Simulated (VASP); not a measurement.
Input of a VASP 6.6.1 run:

File INCAR:

```
PREC     = Accurate       # precision mode
ENCUT    = 500            # plane-wave cutoff, eV
EDIFF    = 1E-6           # SCF threshold, eV
ISMEAR   = 0              # smearing method
SIGMA    = 0.1            # smearing width, eV
LREAL    = F              # projectors in reciprocal space
LASPH    = T              # aspherical terms in the spheres
NELM     = 120            # most SCF steps
ALGO     = Normal         # electronic algorithm
ISIF     = 2              # what is computed and relaxed
LWAVE    = F              # write WAVECAR
LCHARG   = F              # write CHGCAR
GGA      = PS             # functional
NBANDS   = 9              # bands
GGA_COMPAT= F
```

File KPOINTS:

```
regular mesh
0
Gamma
  8 8 8
```

File POSCAR:

```
S
1.0
   -1.5476499850      1.5476499850      1.5476499850
    1.5476499850     -1.5476499850      1.5476499850
    1.5476499850      1.5476499850     -1.5476499850
S
1
Direct
    0.0000000000      0.0000000000      0.0000000000
```

Potentials or basis: VASP PAW PBE potentials, release 64 (S).

The run is started by

```sh
$ cat potpaw_PBE.64/S/POTCAR > POTCAR
$ mpirun -np 1 vasp_std > vasp.out
```

Question: What does it give for the pressure?

Answer: 0.1 GPa.

Question: Estimate the band gap on the k mesh.

Answer: Zero (band 3 reaches 11.99 eV, above the bottom of band 4 at 3.87 eV).

Caveat: the PAW data sets were made with another functional, which shifts forces and pressure a little.
